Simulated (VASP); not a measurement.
Si5Ge, 6 atoms in the cell. The typed cell holds 6 atoms: a = 3.064 Å, b = 3.064 Å, c = 11.562 Å, α = 90.00°, β = 90.00°, γ = 120.00°. The cell was generated, and may not be a known phase.

* Program: VASP 6.6.1
* Task: single point
* Functional: PBE
* Potentials or basis: VASP PAW PBE potentials, release 64 (Si, Ge_d)
* Cutoff: 500 eV
* k mesh: 6 × 6 × 1
* Occupations: gaussian, width 0.2 eV
* Spin: no spin polarisation
* Dipole correction: no
* Further INCAR settings: ALGO = Normal; EDIFF = 1e-06; NBANDS = 26

Potentials or basis: VASP PAW PBE potentials, release 64 (Si, Ge_d).

The run is started by

```bash
$ cat potpaw_PBE.64/Si/POTCAR potpaw_PBE.64/Ge_d/POTCAR > POTCAR
$ mpirun -np 1 vasp_std > vasp.out
```

Hardware: 1 thread of Intel Xeon 8259CL, with other jobs on the host.

Problem. How long does it take, and how much memory?

Solution. Wall time 23 s on 1 thread of Intel Xeon 8259CL (shared host), peak memory 0.2 GiB. Counts: scf iterations 15, k points 7.
